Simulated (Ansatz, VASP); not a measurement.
## One calculation of MgO, two programs

```
Mg O
1.0
     0.00000    2.16884    2.16884
     2.16884    0.00000    2.16884
     2.16884    2.16884    0.00000
Mg O
1 1
Direct
  0.00000 0.00000 0.00000
  0.50000 0.50000 0.50000
```

Alike in both runs: task single point; functional PBE; k mesh 10 × 10 × 10; occupations gaussian, width 0.02 eV; no spin polarisation.

```csv
,VASP,Ansatz
version,VASP 6.6.1,Ansatz 0.2.0
potentials or method,"VASP PAW PBE potentials, release 64 (Mg, O), cutoff 600 eV","scalar-relativistic, all-electron LAPW"
```

Ansatz gave:

```
gap on the k mesh at the Fermi level (eV) : 3.93
least direct gap on the mesh (eV)         : 3.93
pressure (GPa)                            : -7.7
```

Q: Which values does VASP return?

A: gap on the k mesh at the Fermi level (eV): 3.92; least direct gap on the mesh (eV): 3.92; pressure (GPa): -8.7.

Ansatz ran all-electron here, and VASP with PAW potentials.
